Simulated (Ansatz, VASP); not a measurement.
# One calculation of CsLiCr2Te2S3, two programs

```
Cs Li Cr Te S
1.0
     3.44428   -5.21500    0.00789
     3.44428    5.21500    0.00789
    -2.92334    0.00000    7.48014
Cs Li Cr Te S
1 1 2 2 3
Direct
  0.09374 0.09374 0.00853
  0.58875 0.58875 0.55336
  0.05646 0.46755 0.55790
  0.46755 0.05646 0.55790
  0.56486 0.87357 0.29035
  0.87357 0.56486 0.29035
  0.81151 0.39697 0.73347
  0.39697 0.81151 0.73347
  0.21404 0.21404 0.48371
```

Change from the starting cell: volume scaled by 1.02.

Alike in both runs: task single point; functional PBE; k mesh 4 × 4 × 3; occupations fermi-dirac, width 0.05 eV; collinear spin.

|  | VASP | Ansatz |
| --- | --- | --- |
| version | VASP 6.6.1 | Ansatz 0.2.0 |
| potentials or method | VASP PAW PBE potentials, release 64 (Cs_sv, Li_sv, Cr_pv, Te, S), cutoff 520 eV | all-electron LAPW, scalar-relativistic |

VASP gave:

| Item | Value |
| --- | --- |
| gap on the k mesh at the Fermi level (eV) | none |
| rms of the force components (eV/Å) | 0.061 |
| net moment per atom (μB) | 0.45 |
| size of the moment on the site where the two differ most (μB) | 2.32 |

Q: What did Ansatz give for the same quantities?

A: gap on the k mesh at the Fermi level (eV): none; rms of the force components (eV/Å): 0.062; net moment per atom (μB): 0.45; size of the moment on the site where the two differ most (μB): 2.28.

Site moments also hang on the region over which each program counts them. Atom by atom the forces differ by 0.003 eV/Å (rms over components). A gap of «none» marks a metal or a gap that the smearing closes. Ansatz ran all-electron here, and VASP with PAW potentials.

Neither program's run includes spin-orbit coupling. Noted on VASP's run: the cutoff is short for stress, so the pressure is rough. Noted on Ansatz's run: the k mesh is thin for a metal, which can move the energy by tens of meV per atom.
